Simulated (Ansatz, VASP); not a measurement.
Rh in VASP and in Ansatz

Contents of INCAR:

```
SYSTEM = Rh
PREC     = Accurate       ! precision mode
ENCUT    = 520            ! plane-wave cutoff, eV
EDIFF    = 1E-7           ! SCF threshold, eV
ISMEAR   = 0              ! smearing method
SIGMA    = 0.15           ! smearing width, eV
LREAL    = .FALSE.        ! projectors in reciprocal space
LASPH    = .TRUE.         ! aspherical terms in the spheres
NELM     = 60             ! most SCF steps
ALGO     = Fast           ! electronic algorithm
ISIF     = 2              ! what is computed and relaxed
LWAVE    = .FALSE.        ! write WAVECAR
LCHARG   = .FALSE.        ! write CHGCAR
NBANDS   = 38             ! bands
```

The input KPOINTS:

```
regular mesh
0
G
  18 18 6
  0 0 0
```

POSCAR

```
Rh
1.0
    2.7546463345      0.0000000000      0.0000000000
   -1.3773231672      2.0482300452      0.0000000000
    0.0000000000      0.0000000000      9.3021638489
Rh
4
Direct
    0.0000000000      0.0000000000      0.0000000000
    0.3333333333      0.6666666667      0.2500000000
    0.0000000000      0.0000000000      0.5000000000
    0.6666666667      0.3333333333      0.7500000000
```

Input for Ansatz:

```yaml
crystal:
  lattice:
    - [2.7546463345, 0.0, 0.0]
    - [-1.3773231672, 2.0482300452, 0.0]
    - [0.0, 0.0, 9.3021638489]
  atoms:
    - { symbol: Rh, position: [0.0, 0.0, 0.0] }
    - { symbol: Rh, position: [0.3333333333, 0.6666666667, 0.25] }
    - { symbol: Rh, position: [0.0, 0.0, 0.5] }
    - { symbol: Rh, position: [0.6666666667, 0.3333333333, 0.75] }
basis:
  ecutwfc: 420
kpoints:
  mp_grid: { grid: [18, 18, 6] }
hamiltonian:
  xc: lda
  pseudopotentials: { kind: paw, azcp: { folder: soft_1 } }
scf:
  occupations: { method: gaussian, width: 0.15 }
output:
  forces: true
  stress: true
  eigenvalues: true
```

Change from the starting cell: strain +e along x and -e along y +0.0733, strain +e along z and -e/2 along x and y +0.0733.

Alike in both runs: task single point; functional LDA; k mesh 18 × 18 × 6; occupations gaussian, width 0.15 eV; no spin polarisation.

|  | VASP | Ansatz |
| --- | --- | --- |
| version | VASP 6.6.1 | Ansatz 0.2.0 |
| potentials or method | VASP PAW LDA potentials, release 64 (Rh_pv), cutoff 520 eV | scalar-relativistic, plane waves, PAW |
| valence electrons in the cell | 60 | 68 |

Ansatz gave:

| Item | Value |
| --- | --- |
| gap on the k mesh at the Fermi level (eV) | none |
| pressure (GPa) | 14.1 |
| traceless stress, the component that is largest in VASP (GPa) | 45.56 |
| rms of the force components (eV/Å) | 0.082 |

Question: Which values does VASP return?

Answer: gap on the k mesh at the Fermi level (eV): none; pressure (GPa): 15.1; traceless stress, the component that is largest in VASP (GPa): 45.69; rms of the force components (eV/Å): 0.084.

Ansatz warns that its potentials were made for another functional, while VASP's fit it. LDA's correlation is that of Perdew and Zunger in VASP and of Perdew and Wang (1992) in Ansatz. Atom by atom the forces differ by 0.002 eV/Å (rms over components). A gap of «none» marks a metal or a gap that the smearing closes. VASP's potentials hold 60 valence electrons a cell and Ansatz's 68, so a difference there can come from the potentials and not from the codes.
